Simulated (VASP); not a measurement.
# H4C2O3 in VASP: a series of runs

The runs below take H4C2O3 through single point, with LDA.

All numbers are computed with VASP 6.6.1; they aren't measurements. Logs are shortened: lines on timing, memory, paths and dates and some standing lists are left out, and cuts for length are marked.

### Step 1. The cell of the first run

The cell holds a disordered packing, 27 atoms: a = 6.224 Å, b = 6.224 Å, c = 6.224 Å, α = 90.00°, β = 90.00°, γ = 90.00°.

### Step 2. Single point, LDA

File INCAR:

```
SYSTEM = H4C2O3
ALGO = Normal ; EDIFF = 1E-6
ENCUT = 1000 ; GGA = CA
GGA_COMPAT = .FALSE. ; ISIF = 2
ISMEAR = -1 ; LASPH = .TRUE.
LCHARG = .TRUE. ; LELF = .TRUE.
LREAL = Auto ; LVHAR = .TRUE.
LWAVE = .FALSE. ; NBANDS = 64
NELM = 120 ; PREC = Accurate
SIGMA = 0.02
```

File KPOINTS:

```
k-points
0
G
  1 1 1
  0 0 0
```

File POSCAR:

```
H4C2O3
1.0
    6.2237740000      0.0000000000      0.0000000000
    0.0000000000      6.2237740000      0.0000000000
    0.0000000000      0.0000000000      6.2237740000
O C H
9 6 12
Direct
    0.3200309009      0.9369716831      0.9944448497
    0.9167910017      0.0497929391      0.8298501841
    0.6715539478      1.1411243403      0.3306675339
    0.3096031443      0.3092978633      1.0397228434
    0.5949766171      0.2671048145      0.8148592799
    0.9149914505      0.8468013138      0.1506160089
    1.0579111645      0.6277059546     -0.0969668886
    0.4569413992      0.4601066813      0.4291286927
    0.7895209563      0.5823154890      0.5335669322
    0.4285502655      0.7886533155      0.9484759569
    0.9021053785      0.2495431229      0.8381891759
    0.5843881863      0.9981082218      0.4178654302
    0.4971581552      0.3492575405      0.9661501205
    1.0061901348      0.6746870950      0.0956975623
    0.5892887499      0.5821708822      0.5273809750
    0.6131810056      0.7839616284      0.9881142856
    0.3575483300      0.6486578722      0.8676568269
    0.9455838210      0.3241120259      0.9966460864
    0.9002897599      0.3569859702      0.6995915983
    0.5727393058      0.8312801847      0.3580464201
    0.5461155884      0.9889658590      0.6001503268
    0.3111295494      0.1384529708      0.9917133881
    0.5857699846      0.4764311815      1.0516609376
    0.8909706554      0.9392371895     -0.0018316860
    1.0060776628      0.5541492991      0.2173600777
    0.5456174983      0.3204004516      0.3825492378
    0.5115224300      0.7099711526      0.6381337112
```

Potentials or basis: VASP PAW LDA potentials, release 64 (O_h, C_h, H_h).

Launch:

```bash
$ cat potpaw_LDA.64/O_h/POTCAR potpaw_LDA.64/C_h/POTCAR potpaw_LDA.64/H_h/POTCAR > POTCAR
$ mpirun -np 1 vasp_gam > vasp.out
```

OUTCAR:

```text
SYSTEM = H4C2O3
   EDIFF = 1E-6
   ENCUT = 1000
   GGA = CA
   ISIF = 2
   ISMEAR = -1
   LASPH = .TRUE.
   LREAL = Auto
   NELM = 120
   PREC = Accurate

 ion  position               nearest neighbor table
   1  0.320  0.937  0.994-  10 1.18
   2  0.917  0.050  0.830-  11 1.25
   3  0.672  0.141  0.331-  12 1.18
   4  0.310  0.309  0.040-  22 1.10  13 1.28
   5  0.595  0.267  0.815-  13 1.23
   6  0.915  0.847  0.151-  24 1.12  14 1.26
   7  0.058  0.628  0.903-  14 1.28
   8  0.457  0.460  0.429-  26 1.07  15 1.28
   9  0.790  0.582  0.534-  15 1.25
  10  0.429  0.789  0.948-  17 1.10  16 1.18   1 1.18
  11  0.902  0.250  0.838-  19 1.09  18 1.12   2 1.25
  12  0.584  0.998  0.418-  20 1.11  21 1.16   3 1.18
  13  0.497  0.349  0.966-  23 1.10   5 1.23   4 1.28
  14  0.006  0.675  0.096-  25 1.07   6 1.26   7 1.28
  15  0.589  0.582  0.527-  27 1.16   9 1.25   8 1.28
  16  0.613  0.784  0.988-  10 1.18
  17  0.358  0.649  0.868-  10 1.10
  18  0.946  0.324  0.997-  11 1.12
  19  0.900  0.357  0.700-  11 1.09
  20  0.573  0.831  0.358-  12 1.11
  21  0.546  0.989  0.600-  12 1.16
  22  0.311  0.138  0.992-   4 1.10
  23  0.586  0.476  0.052-  13 1.10
  24  0.891  0.939  0.998-   6 1.12
  25  0.006  0.554  0.217-  14 1.07
  26  0.546  0.320  0.383-   8 1.07
  27  0.512  0.710  0.638-  15 1.16

  LATTYP: Found a simple cubic cell.
 ALAT       =     6.2237740000

  Lattice vectors:

 A1 = (   6.2237740000,   0.0000000000,   0.0000000000)
 A2 = (   0.0000000000,   6.2237740000,   0.0000000000)
 A3 = (   0.0000000000,   0.0000000000,   6.2237740000)

Analysis of symmetry for initial positions (statically):
=====================================================================
 Subroutine PRICEL returns:
 Original cell was already a primitive cell.

 Routine SETGRP: Setting up the symmetry group for a
 simple cubic supercell.

 Subroutine GETGRP returns: Found  1 space group operations
 (whereof  1 operations were pure point group operations)
 out of a pool of 48 trial point group operations.

The static configuration has the point symmetry C_1 .

Analysis of symmetry for dynamics (positions and initial velocities):
=====================================================================
[... 135 lines left out ...]
   NELM   =    120;   NELMIN=  2; NELMDL= -5     # of ELM steps
   EDIFF  = 0.1E-05   stopping-criterion for ELM
   LREAL  =      T    real-space projection
   EDIFFG = 0.1E-04   stopping-criterion for IOM
   NSW    =      0    number of steps for IOM
   IBRION =     -1    ionic relax: 0-MD 1-quasi-New 2-CG
   NFREE  =      0    steps in history (QN), initial steepest desc. (CG)
   ISIF   =      2    stress and relaxation
   ISYM   =      2    0-nonsym 1-usesym 2-fastsym
   POTIM  = 0.5000    time-step for ionic-motion
   TEBEG  =    0.0;   TEEND  =   0.0 temperature during run
   PSTRESS=    0.0 pullay stress
   NELECT =      90.0000    total number of electrons
   NUPDOWN=      -1.0000    fix difference up-down
   EMIN   =  10.00;   EMAX   =-10.00  energy-range for DOS
   EFERMI =   0.00;   METHOD = LEGACY
   ISMEAR =    -1;   SIGMA  =   0.02  broadening in eV -4-tet -1-fermi 0-gaus
   EFERMI_NEDOS =   21; number of points for ismear=-14 and -15
   IALGO  =     38    algorithm
   IMIX   =      4    mixing-type and parameters
     AMIX     =   0.40;   BMIX     =  1.00
     AMIX_MAG =   1.60;   BMIX_MAG =  1.00
  volume/ion in A,a.u.               =       8.93        60.26
  Fermi-wavevector in a.u.,A,eV,Ry     =   1.178787  2.227584 18.905810  1.389538
  Thomas-Fermi vector in A             =   2.315109
   LORBIT       =      0    0 simple, 1 ext, 2 COOP (PROOUT), +10 PAW based schemes
   GGA     = CA    functional components
   LHFCALC =     F    Hartree Fock is set to
   AEXX    =    0.0000 exact exchange contribution
   IVDW    =     0    specifies the selected vdW correction
   LEPSILON=     F    determine dielectric tensor
   LRPA    =     F    only Hartree local field effects (RPA)
 non-spin polarized calculation
  energy-cutoff  :     1000.00
  volume of cell :      241.08
 maximum number of plane-waves:      8635
   NGX = 33   NGY = 33   NGZ = 33

 number of electron      89.9999999 magnetization

 Free energy of the ion-electron system (eV)
  ---------------------------------------------------
  ext. energy  EPLUGINS =         0.00000000
  ---------------------------------------------------
  free energy    TOTEN  =      -166.64268488 eV

  energy without entropy =     -166.64268488  energy(sigma->0) =     -166.64268488

 E-fermi :   0.4661     XC(G=0):  -8.8936

 val. band max:       -0.0989047381   @ k =   0.0000   0.0000   0.0000
 cond. band min:       1.9711930310   @ k =   0.0000   0.0000   0.0000
 fundamental gap:      2.0700977691
 Fermi energy:         0.4660888860

 k-point     1 :       0.0000    0.0000    0.0000
  band No.  band energies     occupation
      1     -23.2102      2.00000
      2     -22.9963      2.00000
      3     -22.4111      2.00000
      4     -22.1906      2.00000
      5     -21.5791      2.00000
      6     -20.7276      2.00000
[... 49 lines left out ...]
     56       8.0518      0.00000
     57       8.3530      0.00000
 [bands above 57 left out]

------------------------ aborting loop because EDIFF is reached ----------------------------------------

  FORCE on cell =-STRESS in cart. coord.  units (eV):
  Direction    XX          YY          ZZ          XY          YZ          ZX
  --------------------------------------------------------------------------------------
  -------------------------------------------------------------------------------------
  Total        3.5624194     20.2754922      1.9330878     -0.2106520     -1.7300926     -0.7265871
  in kB       23.6752289    134.7474470     12.8469702     -1.3999570    -11.4978990     -4.8287735
  external PRESSURE =      57.0898820 kB  Pullay stress =       0.0000000 kB

 VOLUME and BASIS-vectors are now :
 -----------------------------------------------------------------------------
  energy-cutoff  :     1000.00
  volume of cell :      241.08
      direct lattice vectors                 reciprocal lattice vectors
     6.223774000  0.000000000  0.000000000     0.160674215  0.000000000  0.000000000
     0.000000000  6.223774000  0.000000000     0.000000000  0.160674215  0.000000000
     0.000000000  0.000000000  6.223774000     0.000000000  0.000000000  0.160674215

 POSITION                                       TOTAL-FORCE (eV/Angst)
 -----------------------------------------------------------------------------------
      1.99180      5.83150      6.18920        -1.850175      1.162195      0.511415
      5.70590      0.30990      5.16480        -0.260899      0.002400     -1.263238
      4.17960      0.87833      2.05800         0.152259      1.875013     -1.354413
      1.92690      1.92500      0.24723         1.094213     -1.285069     -1.114152
      3.70300      1.66240      5.07150        -1.325620     -0.461543      0.216754
      5.69470      5.27030      0.93740        -0.863812      0.784823      0.606648
[... 19 lines left out ...]
      3.39580      1.99410      2.38090        -0.106143      1.055115      0.159902
      3.18360      4.41870      3.97160        -0.127234     -0.727928     -0.557362
 -----------------------------------------------------------------------------------
    total drift:                                0.002590      0.000933     -0.001634

  FREE ENERGIE OF THE ION-ELECTRON SYSTEM (eV)
  ---------------------------------------------------
  free  energy   TOTEN  =      -166.6426848785 eV

  energy  without entropy=     -166.6426848785  energy(sigma->0) =     -166.64268488
```

Run time: 54 s. Hardware: 1 thread of Intel Xeon Platinum 8259CL at 2.50GHz (Skylake/Cascade Lake), shared host; peak memory 0.42 GiB.

What came out:

```yaml
Free_energy: -166.6427 eV
Pressure: 5.7 GPa
Largest_force: 4.548 eV/Å
```

Forces in eV/Å, atoms in the order of the input:
```
O   -1.850  1.162  0.511
O   -0.261  0.002 -1.263
O    0.152  1.875 -1.354
O    1.094 -1.285 -1.114
O   -1.326 -0.462  0.217
O   -0.864  0.785  0.607
O   -0.756  0.894  2.720
O    0.203 -0.921 -0.542
O   -2.178 -0.524 -0.789
C    3.794 -1.437 -0.502
C    0.450 -0.876  1.221
C   -0.035 -2.916  2.895
C    0.630  1.791  0.682
C    0.201 -1.352 -4.337
C    2.537  1.490  1.754
H   -1.068  0.294 -0.298
H   -0.543 -0.397  0.177
H   -0.812  0.052 -0.348
H    0.629  0.017 -0.433
H   -0.142 -0.005 -1.243
H   -0.260  0.945 -0.790
H   -0.864  0.603  0.735
H    0.088  0.269  0.560
H    0.933  0.831 -0.079
H    0.482 -1.163  1.412
H   -0.106  1.055  0.160
H   -0.127 -0.728 -0.557
```

Stress tensor (GPa, compression positive):
```
 2.37 -0.14 -0.48
-0.14 13.47 -1.15
-0.48 -1.15  1.28
```

Caveat: the k points lie up to 1.01 Å⁻¹ apart, too coarse for converged energies, forces and pressures; the atoms stand as in a frame of molecular dynamics.

(Continued in part 2 of 3.)
